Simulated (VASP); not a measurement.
# Ti (I4/mmm) in VASP: a series of runs

Ti is run at these levels: PBEsol; tasks: single point.

Everything below comes from runs of VASP 6.6.1. Logs are shortened: lines on timing, memory, paths and dates and some standing lists are left out, and cuts for length are marked.

### 1 The cell of the first run

The structure is tetragonal, space group I4/mmm (No. 139). The conventional cell has a = 3.169 Å, b = 3.169 Å, c = 2.941 Å, α = 90.00°, β = 90.00°, γ = 90.00°. Within 3.5 Å of Ti (site symmetry 4/mmm) lie 14 Ti at 2.68 to 3.17 Å.

### 2 Single point, PBEsol (volume 14.773 Å^3 an atom, c/a of the conventional cell 0.9280)

INCAR reads:

```
PREC = Accurate
ENCUT = 520
EDIFF = 1E-6
ISMEAR = 0
SIGMA = 0.15
LREAL = False
LASPH = True
NELM = 60
ALGO = Fast
ISIF = 2
LWAVE = False
LCHARG = True
GGA = PS
LELF = True
LVHAR = True
NBANDS = 12
```

KPOINTS reads:

```
Automatic mesh
0
Gamma
  22 22 22
```

POSCAR reads:

```
Ti
1.0
   -1.5847237868      1.5847237868      1.4706236741
    1.5847237868     -1.5847237868      1.4706236741
    1.5847237868      1.5847237868     -1.4706236741
Ti
1
Direct
    0.0000000000      0.0000000000      0.0000000000
```

Potentials or basis: VASP PAW PBE potentials, release 64 (Ti_sv).

The run is started by

```console
$ cat potpaw_PBE.64/Ti_sv/POTCAR > POTCAR
$ mpirun -np 1 vasp_std > vasp.out
```

OUTCAR:

```text
PREC = Accurate
   ENCUT = 520
   EDIFF = 1E-6
   ISMEAR = 0
   LREAL = False
   LASPH = True
   NELM = 60
   ISIF = 2
   GGA = PS

 ion  position               nearest neighbor table
   1  0.000  0.000  0.000-

  LATTYP: Found a body centered tetragonal cell.
 ALAT       =     3.1694475736
 C/A-ratio  =     0.9280000000

  Lattice vectors:

 A1 = (  -1.5847237868,   1.5847237868,   1.4706236741)
 A2 = (   1.5847237868,  -1.5847237868,   1.4706236741)
 A3 = (   1.5847237868,   1.5847237868,  -1.4706236741)

Analysis of symmetry for initial positions (statically):
=====================================================================
 Subroutine PRICEL returns:
 Original cell was already a primitive cell.

 Routine SETGRP: Setting up the symmetry group for a
 body centered tetragonal supercell.

 Subroutine GETGRP returns: Found 16 space group operations
 (whereof 16 operations were pure point group operations)
 out of a pool of 16 trial point group operations.

The static configuration has the point symmetry D_4h.

Analysis of symmetry for dynamics (positions and initial velocities):
=====================================================================
 Subroutine PRICEL returns:
 Original cell was already a primitive cell.

 Routine SETGRP: Setting up the symmetry group for a
 body centered tetragonal supercell.

 Subroutine GETGRP returns: Found 16 space group operations
 (whereof 16 operations were pure point group operations)
 out of a pool of 16 trial point group operations.

The dynamic configuration has the point symmetry D_4h.

 Subroutine INISYM returns: Found 16 space group operations
 (whereof 16 operations are pure point group operations),
 and found     1 'primitive' translations

----------------------------------------------------------------------------------------

                                     Primitive cell

  volume of cell :      14.7730

  direct lattice vectors                    reciprocal lattice vectors
    -1.584723787  1.584723787  1.470623674     0.000000000  0.315512397  0.339991807
     1.584723787 -1.584723787  1.470623674     0.315512397  0.000000000  0.339991807
     1.584723787  1.584723787 -1.470623674     0.315512397  0.315512397  0.000000000

  length of vectors
     2.680565789  2.680565789  2.680565789     0.463834562  0.463834562  0.446201910

  position of ions in fractional coordinates (direct lattice)
     0.000000000  0.000000000  0.000000000

  ion indices of the primitive-cell ions
[... 82 lines left out ...]
   POTIM  = 0.5000    time-step for ionic-motion
   TEBEG  =    0.0;   TEEND  =   0.0 temperature during run
   PSTRESS=    0.0 pullay stress
   NELECT =      12.0000    total number of electrons
   NUPDOWN=      -1.0000    fix difference up-down
   EMIN   =  10.00;   EMAX   =-10.00  energy-range for DOS
   EFERMI =   0.00;   METHOD = LEGACY
   ISMEAR =     0;   SIGMA  =   0.15  broadening in eV -4-tet -1-fermi 0-gaus
   EFERMI_NEDOS =   21; number of points for ismear=-14 and -15
   IALGO  =     68    algorithm
   IMIX   =      4    mixing-type and parameters
     AMIX     =   0.40;   BMIX     =  1.00
     AMIX_MAG =   1.60;   BMIX_MAG =  1.00
  volume/ion in A,a.u.               =      14.77        99.69
  Fermi-wavevector in a.u.,A,eV,Ry     =   1.527492  2.886542 31.745556  2.333233
  Thomas-Fermi vector in A             =   2.635381
   LORBIT       =      0    0 simple, 1 ext, 2 COOP (PROOUT), +10 PAW based schemes
   GGA     = PS    functional components
   LHFCALC =     F    Hartree Fock is set to
   AEXX    =    0.0000 exact exchange contribution
   IVDW    =     0    specifies the selected vdW correction
   LEPSILON=     F    determine dielectric tensor
   LRPA    =     F    only Hartree local field effects (RPA)
 non-spin polarized calculation
 RMM-DIIS sequential band-by-band and
 Gauss-broadening in eV      SIGMA  =   0.15
  energy-cutoff  :      520.00
  volume of cell :       14.77
 maximum number of plane-waves:       416
   NGX =  9   NGY =  9   NGZ =  9

 number of electron      12.0000003 magnetization

 Free energy of the ion-electron system (eV)
  ---------------------------------------------------
  ext. energy  EPLUGINS =         0.00000000
  ---------------------------------------------------
  free energy    TOTEN  =        -8.17660760 eV

  energy without entropy =       -8.15567995  energy(sigma->0) =       -8.16614377

 E-fermi :   9.7647     XC(G=0): -12.4263

 val. band max:        9.7644995382   @ k =  -0.3636   0.2727   0.0000
 cond. band min:       9.7669457825   @ k =   0.5000   0.2273   0.0000
 fundamental gap:      0.0024462442
 Fermi energy:         9.7646792018

 k-point     1 :       0.0000    0.0000    0.0000
  band No.  band energies     occupation
      1     -46.2769      2.00000
      2     -21.9770      2.00000
      3     -21.9770      2.00000
      4     -21.9708      2.00000
      5       3.4884      2.00000
      6      10.4266      0.00000
      7      11.1149      0.00000
      8      11.1149      0.00000
      9      12.5489      0.00000
     10      13.3706      0.00000
     11      27.8658      0.00000
     12      27.8658      0.00000
[... 331 lines left out ...]
 k-point    24 :      -0.4545    0.0455    0.0000
  band No.  band energies     occupation
      1     -46.0253      2.00000
      2     -23.0511      2.00000
      3     -22.3261      2.00000
      4     -22.0273      2.00000
      5       6.8759      2.00000
      6       8.9779      2.00000
      7      11.2002      0.00000
      8      13.0573      0.00000
      9      13.7186      0.00000
     10      14.8079      0.00000
     11      21.3008      0.00000
     12      24.3296      0.00000

 [... further k-points ...]

------------------------ aborting loop because EDIFF is reached ----------------------------------------

  FORCE on cell =-STRESS in cart. coord.  units (eV):
  Direction    XX          YY          ZZ          XY          YZ          ZX
  --------------------------------------------------------------------------------------
  -------------------------------------------------------------------------------------
  Total        1.4549527      1.4549527      1.2412286      0.0000000      0.0000000     -0.0000000
  in kB      157.7940966    157.7940966    134.6150596      0.0000000      0.0000000     -0.0000000
  external PRESSURE =     150.0677509 kB  Pullay stress =       0.0000000 kB

 VOLUME and BASIS-vectors are now :
 -----------------------------------------------------------------------------
  energy-cutoff  :      520.00
  volume of cell :       14.77
      direct lattice vectors                 reciprocal lattice vectors
    -1.584723787  1.584723787  1.470623674     0.000000000  0.315512397  0.339991807
     1.584723787 -1.584723787  1.470623674     0.315512397  0.000000000  0.339991807
     1.584723787  1.584723787 -1.470623674     0.315512397  0.315512397  0.000000000

 POSITION                                       TOTAL-FORCE (eV/Angst)
 -----------------------------------------------------------------------------------
      0.00000      0.00000      0.00000         0.000000     -0.000000      0.000000
 -----------------------------------------------------------------------------------
    total drift:                                0.000000     -0.000000      0.000000

  FREE ENERGIE OF THE ION-ELECTRON SYSTEM (eV)
  ---------------------------------------------------
  free  energy   TOTEN  =        -8.1766075986 eV

  energy  without entropy=       -8.1556799494  energy(sigma->0) =       -8.16614377
```

OSZICAR:

```text
N       E                     dE             d eps       ncg     rms          rms(c)
DAV:   1     0.861412448867E+02    0.86141E+02   -0.65882E+03 20056   0.125E+03
DAV:   2    -0.491926449621E+01   -0.91061E+02   -0.88486E+02 20360   0.300E+02
DAV:   3    -0.893339978135E+01   -0.40141E+01   -0.39682E+01 26928   0.643E+01
[... 14 lines left out ...]
RMM:  18    -0.817660309123E+01    0.62309E-05   -0.12543E-04 27514   0.118E-01    0.238E-02
RMM:  19    -0.817660472129E+01   -0.16301E-05   -0.28349E-05 26703   0.482E-02    0.700E-03
RMM:  20    -0.817660602791E+01   -0.13066E-05   -0.16534E-05 18946   0.218E-02    0.361E-03
RMM:  21    -0.817660712747E+01   -0.10996E-05   -0.10631E-05 18890   0.161E-02    0.645E-04
RMM:  22    -0.817660759856E+01   -0.47108E-06   -0.65806E-06 16519   0.932E-03
   1 F= -.81766076E+01 E0= -.81661438E+01  d E =-.209276E-01
```

stdout:

```text
POSCAR found type information on POSCAR Ti
 POSCAR found :  1 types and       1 ions
 scaLAPACK will be used
 -----------------------------------------------------------------------------
|                                                                             |
|                                                                             |
|     You enforced a specific xc type in the INCAR file but a different       |
|     I HOPE YOU KNOW WHAT YOU ARE DOING!                                     |
|                                                                             |
 -----------------------------------------------------------------------------

 LDA part: xc-table for (Slater+PW92), standard interpolation
 POSCAR, INCAR and KPOINTS ok, starting setup
 FFT: planning ... GRIDC
 FFT: planning ... GRID_SOFT
 FFT: planning ... GRID
 WAVECAR not read
 entering main loop
WARNING in EDDRMM: call to ZHEGV failed, returncode =   8  4     10
WARNING in EDDRMM: call to ZHEGV failed, returncode =   8  4      5
WARNING in EDDRMM: call to ZHEGV failed, returncode =   6  3     10
WARNING in EDDRMM: call to ZHEGV failed, returncode =   6  3     10
WARNING in EDDRMM: call to ZHEGV failed, returncode =   6  3     12
```

It took 2 min on 1 thread of Intel Xeon Platinum 8559C (Emerald Rapids), shared host; peak memory 0.24 GiB.

Results:

```yaml
Free_energy: -8.1766 eV
Pressure: 15.0 GPa
Band_gap_on_the_k_mesh: zero (band 6 reaches 10.78 eV, above the bottom of band 7 at 8.99 eV)
```

Levels at points of the mesh, in eV from the Fermi level:
| k point | band 3 | band 4 | band 5 | band 6 | band 7 | band 8 | band 9 | band 10 |
| --- | --- | --- | --- | --- | --- | --- | --- | --- |
| (0.00, 0.00, 0.00) | -31.74 | -31.74 | -6.28 | 0.66 | 1.35 | 1.35 | 2.78 | 3.61 |
| (0.50, 0.00, 0.00) | -32.10 | -31.79 | -2.94 | -0.88 | 1.97 | 3.27 | 4.06 | 5.20 |
| (0.50, 0.50, 0.00) | -32.03 | -31.72 | -2.87 | -0.08 | 1.35 | 2.73 | 3.47 | 5.13 |
| (0.50, 0.50, 0.50) | -32.55 | -32.38 | -2.86 | -2.62 | 4.71 | 4.71 | 4.88 | 9.03 |

Caveat: the PAW data sets were made with another functional, which shifts forces and pressure a little.

### 3 Single point, PBEsol (volume 14.773 Å^3 an atom, c/a of the conventional cell 1.0776)

INCAR reads:

```
SYSTEM = Ti
ALGO = Fast
EDIFF = 1E-6
ENCUT = 520
GGA = PS
ISIF = 2
ISMEAR = 0
LASPH = .TRUE.
LCHARG = .FALSE.
LREAL = .FALSE.
LWAVE = .FALSE.
NBANDS = 12
NELM = 80
PREC = Accurate
SIGMA = 0.15
```

KPOINTS reads:

```
k-points
0
G
  22 22 22
  0 0 0
```

POSCAR reads:

```
Ti
1.0
   -1.5077073127      1.5077073127      1.6247054002
    1.5077073127     -1.5077073127      1.6247054002
    1.5077073127      1.5077073127     -1.6247054002
Ti
1
Direct
    0.0000000000      0.0000000000      0.0000000000
```

Potentials or basis: VASP PAW PBE potentials, release 64 (Ti_sv).

The run is started by

```console
$ cat potpaw_PBE.64/Ti_sv/POTCAR > POTCAR
$ mpirun -np 1 vasp_std > vasp.out
```

Wall time 2 min (1 thread of Intel Xeon Platinum 8559C (Emerald Rapids), shared host); peak memory 0.25 GiB.

Results (log left out):

- Free energy: -8.1740 eV
- Pressure: 15.0 GPa
- Band gap on the k mesh: zero (band 6 reaches 10.83 eV, above the bottom of band 7 at 9.07 eV)

Stress tensor (GPa, compression positive):
```
14.83  0.00  0.00
 0.00 14.83  0.00
 0.00  0.00 15.42
```

Levels at points of the mesh, in eV from the Fermi level:
```tsv
k point	band 4	band 5	band 6	band 7	band 8	band 9
(0.00, 0.00, 0.00)	-31.73	-6.27	0.92	0.92	1.54	2.83
(0.50, 0.00, 0.00)	-31.74	-2.89	-0.35	1.57	2.82	3.79
(0.50, 0.50, 0.00)	-31.80	-2.96	-1.11	2.15	3.75	3.94
(0.50, 0.50, 0.50)	-32.43	-2.86	-2.61	4.66	4.82	4.82
```

Caveat: the PAW data sets were made with another functional, which shifts forces and pressure a little.

### 4 Single point, PBEsol (volume 14.773 Å^3 an atom, c/a of the conventional cell 1.2513)

INCAR reads:

```
ALGO = Fast
EDIFF = 1E-6
ENCUT = 520
GGA = PS
ISIF = 2
ISMEAR = 0
LASPH = True
LCHARG = False
LREAL = False
LWAVE = False
NBANDS = 12
NELM = 100
PREC = Accurate
SIGMA = 0.15
```

KPOINTS reads:

```
k-points
0
Gamma
  22 22 22
```

POSCAR reads:

```
Ti
1.0
   -1.4344401104      1.4344401104      1.7949149101
    1.4344401104     -1.4344401104      1.7949149101
    1.4344401104      1.4344401104     -1.7949149101
Ti
1
Direct
    0.0000000000      0.0000000000      0.0000000000
```

The run is started by

```console
$ cat potpaw_PBE.64/Ti_sv/POTCAR > POTCAR
$ mpirun -np 1 vasp_std > vasp.out
```

Run time: 76 s. Hardware: 1 thread of Intel Xeon 6975P-C (Granite Rapids), shared host; peak memory 0.25 GiB.

The run converged. Its results:

```yaml
Free_energy: -8.1894 eV
Pressure: 16.2 GPa
Band_gap_on_the_k_mesh: zero (band 6 reaches 10.79 eV, above the bottom of band 7 at 9.16 eV)
```

Stress tensor (GPa, compression positive):
```
15.27  0.00  0.00
 0.00 15.27  0.00
 0.00  0.00 18.19
```

Levels at points of the mesh, in eV from the Fermi level:
| k point | band 4 | band 5 | band 6 | band 7 | band 8 | band 9 |
| --- | --- | --- | --- | --- | --- | --- |
| (0.00, 0.00, 0.00) | -31.88 | -6.39 | 0.74 | 0.74 | 1.77 | 2.30 |
| (0.50, 0.00, 0.00) | -31.95 | -2.97 | 0.19 | 1.24 | 1.58 | 4.07 |
| (0.50, 0.50, 0.00) | -32.11 | -3.15 | -1.92 | 2.93 | 4.23 | 4.30 |
| (0.50, 0.50, 0.50) | -32.43 | -3.15 | -2.43 | 4.37 | 4.75 | 4.75 |

Caveat: the PAW data sets were made with another functional, which shifts forces and pressure a little.

### 5 Single point, PBEsol (volume 15.655 Å^3 an atom, c/a of the conventional cell 1.5658)

INCAR reads:

```
SYSTEM = Ti
PREC = Accurate
ENCUT = 520
EDIFF = 1E-6
ISMEAR = 0
SIGMA = 0.15
LREAL = .False.
LASPH = .True.
NELM = 60
ALGO = Fast
ISIF = 2
LWAVE = .False.
LCHARG = .False.
GGA = PS
NBANDS = 12
```

KPOINTS reads:

```
regular mesh
0
Gamma
  22 22 22
  0 0 0
```

POSCAR reads:

```
Ti
1.0
   -1.3571221245      1.3571221245      2.1249818225
    1.3571221245     -1.3571221245      2.1249818225
    1.3571221245      1.3571221245     -2.1249818225
Ti
1
Direct
    0.0000000000      0.0000000000      0.0000000000
```

The run is started by

```console
$ cat potpaw_PBE.64/Ti_sv/POTCAR > POTCAR
$ mpirun -np 1 vasp_std > vasp.out
```

It took 89 s on 1 thread of Intel Xeon 6975P-C (Granite Rapids), shared host; peak memory 0.27 GiB.

It converged, with:

```
Free energy            : -8.2590 eV
Pressure               : 7.5 GPa
Band gap on the k mesh : zero (band 6 reaches 9.87 eV, above the bottom of band 7 at 8.53 eV)
```

Stress tensor (GPa, compression positive):
```
8.45 0.00 0.00
0.00 8.45 0.00
0.00 0.00 5.73
```

Levels at points of the mesh, in eV from the Fermi level:
```tsv
k point	band 4	band 5	band 6	band 7	band 8	band 9
(0.00, 0.00, 0.00)	-32.07	-6.28	0.37	1.34	1.34	2.20
(0.50, 0.00, 0.00)	-32.13	-2.80	0.36	1.01	1.32	3.92
(0.50, 0.50, 0.00)	-32.37	-2.93	-1.99	3.98	4.02	4.11
(0.50, 0.50, 0.50)	-32.31	-2.93	-1.84	2.14	4.16	4.39
```

Caveat: the PAW data sets were made with another functional, which shifts forces and pressure a little.

### 6 Single point, PBEsol (volume 15.655 Å^3 an atom, c/a of the conventional cell 1.3484)

INCAR reads:

```
SYSTEM = Ti
ALGO = Fast
EDIFF = 1E-6
ENCUT = 520
GGA = PS
ISIF = 2
ISMEAR = 0
LASPH = .TRUE.
LCHARG = .TRUE.
LELF = .TRUE.
LREAL = .FALSE.
LVHAR = .TRUE.
LWAVE = .FALSE.
NBANDS = 12
NELM = 100
PREC = Accurate
SIGMA = 0.15
```

KPOINTS reads:

```
k-points
0
G
  22 22 22
  0 0 0
```

POSCAR reads:

```
Ti
1.0
   -1.4264551203      1.4264551203      1.9234320842
    1.4264551203     -1.4264551203      1.9234320842
    1.4264551203      1.4264551203     -1.9234320842
Ti
1
Direct
    0.0000000000      0.0000000000      0.0000000000
```

Potentials or basis: VASP PAW PBE potentials, release 64 (Ti_sv).

The run is started by

```console
$ cat potpaw_PBE.64/Ti_sv/POTCAR > POTCAR
$ mpirun -np 1 vasp_std > vasp.out
```

Wall time 1.8 min (1 thread of Intel Xeon 6975P-C (Granite Rapids), shared host); peak memory 0.27 GiB.

It converged, with:

| Quantity | Value |
| --- | --- |
| Free energy | -8.2668 eV |
| Pressure | 7.7 GPa |
| Band gap on the k mesh | zero (band 6 reaches 10.11 eV, above the bottom of band 7 at 8.61 eV) |

Stress tensor (GPa, compression positive):
```
7.17 0.00 0.00
0.00 7.17 0.00
0.00 0.00 8.79
```

Levels at points of the mesh, in eV from the Fermi level:
```csv
k point,band 4,band 5,band 6,band 7,band 8,band 9
"(0.00, 0.00, 0.00)",-32.11,-6.32,0.81,0.81,1.22,2.56
"(0.50, 0.00, 0.00)",-32.20,-2.84,0.55,0.95,1.04,3.96
"(0.50, 0.50, 0.00)",-32.38,-2.97,-1.95,3.06,4.04,4.23
"(0.50, 0.50, 0.50)",-32.49,-2.96,-2.10,4.02,4.04,4.41
```

Caveat: the PAW data sets were made with another functional, which shifts forces and pressure a little.

### 7 Summary

| cell | gap on the mesh (eV) | pressure (GPa) |
| --- | --- | --- |
| a = 2.681 Å, angles 107.5, 107.5, 113.5°, 1 atom | none | 15.0 |
| a = 2.681 Å, angles 111.6, 111.6, 105.4°, 1 atom | none | 15.0 |
| a = 2.709 Å, angles 116.0, 116.0, 97.0°, 1 atom | none | 16.2 |
| a = 2.863 Å, angles 123.4, 123.4, 84.2°, 1 atom | none | 7.5 |
| a = 2.787 Å, angles 118.4, 118.4, 92.7°, 1 atom | none | 7.7 |

Alike in all rows: task single point; level PBEsol; potentials or basis VASP PAW PBE potentials, release 64 (Ti_sv); no spin polarisation; k mesh 22 × 22 × 22; cutoff (eV) 520; smearing gaussian 0.15 eV.

Caveats: the PAW data sets were made with another functional, which shifts forces and pressure a little.

Absolute energies hang on the potentials; compare differences alone.
